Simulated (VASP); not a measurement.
The system is AgCl (Chlorargyrite).

```
Ag Cl
1.0
     0.00000    2.67917    2.67917
     2.67917    0.00000    2.67917
     2.67917    2.67917    0.00000
Ag Cl
1 1
Cartesian
  0.0000 0.0000 0.0000
  2.6792 2.6792 2.6792
```

Base run:

```yaml
Program: VASP 6.6.1
Functional: LDA
Potentials_or_basis: VASP PAW LDA potentials, release 64 (Ag, Cl)
Cutoff: 520 eV
k_mesh: 8 × 8 × 8
Occupations: fermi-dirac, width 0.05 eV
Spin: no spin polarisation
```

Its results: band gap on the k mesh 0.65 eV, indirect (least direct gap 3.36 eV); pressure -0.1 GPa.

Task: The run is repeated on the same cell with these changes: k mesh from 8 × 8 × 8 to 7 × 7 × 7. What comes out?

Result: Band gap on the k mesh 0.75 eV, indirect (least direct gap 3.40 eV); pressure -0.1 GPa.

A k mesh can miss the band edges.
